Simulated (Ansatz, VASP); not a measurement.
## AlCo: VASP beside Ansatz

File INCAR:

```
PREC     = Accurate       # precision mode
ENCUT    = 600            # plane-wave cutoff, eV
EDIFF    = 1E-6           # SCF threshold, eV
ISMEAR   = -1             # smearing method
SIGMA    = 0.15           # smearing width, eV
LREAL    = False          # projectors in reciprocal space
LASPH    = True           # aspherical terms in the spheres
NELM     = 200            # most SCF steps
ALGO     = Normal         # electronic algorithm
ISIF     = 2              # what is computed and relaxed
LWAVE    = False          # write WAVECAR
LCHARG   = True           # write CHGCAR
ISPIN    = 2              # spin polarisation
MAGMOM   = 0 2.5          # initial moments
LORBIT   = 11             # projections on sites
LMAXMIX  = 4              # l up to which the mixer works
GGA      = PE             # functional
LELF     = True           # ELF
LVHAR    = True         
NBANDS   = 17             # bands
GGA_COMPAT= False
```

Contents of KPOINTS:

```
regular mesh
0
Gamma
  4 4 4
```

File POSCAR:

```
AlCo
1.0
    2.8194000000      0.0000000000      0.0000000000
    0.0000000000      2.8194000000      0.0000000000
    0.0000000000      0.0000000000      2.8194000000
Al Co
1 1
Direct
    0.0000000000      0.0000000000      0.0000000000
    0.5000000000      0.5000000000      0.5000000000
```

Input for Ansatz:

```yaml
crystal:
  lattice:
    bravais: cubic
    a: 2.8194
  space_group: 221
  atoms:
    - { symbol: Al, position: [0.0, 0.0, 0.0] }
    - { symbol: Co, position: [0.5, 0.5, 0.5] }
basis:
  ecutwfc: 557.833418042754
kpoints:
  mp_grid:
    grid: [4, 4, 4]
hamiltonian:
  xc: pbe
magnetization:
  spin_polarized: true
  per_species:
    Co: 2.5
scf:
  occupations:
    method: fermi_dirac
    width: 0.15
output:
  stress: true
```

Alike in both runs: task single point; functional PBE; k mesh 4 × 4 × 4; occupations fermi-dirac, width 0.15 eV; collinear spin.

```csv
,VASP,Ansatz
version,VASP 6.6.1,Ansatz 0.2.0
potentials or method,"VASP PAW PBE potentials, release 64 (Al, Co), cutoff 600 eV","plane waves, PAW"
valence electrons in the cell,12,20
```

|  | VASP | Ansatz | Ansatz less VASP |
| --- | --- | --- | --- |
| pressure (GPa) | 9.1 | 9.3 | +0.19 |
| net moment per atom (μB) | 0.18 | 0.19 | +0.002 |
| size of the moment on the site where the two differ most (μB) | 0.41 | 0.42 | +0.012 |

Site moments also hang on the region over which each program counts them. VASP's potentials hold 12 valence electrons a cell and Ansatz's 20, so a difference there can come from the potentials and not from the codes.

The k mesh is coarse, so the values compare programs but aren't converged.
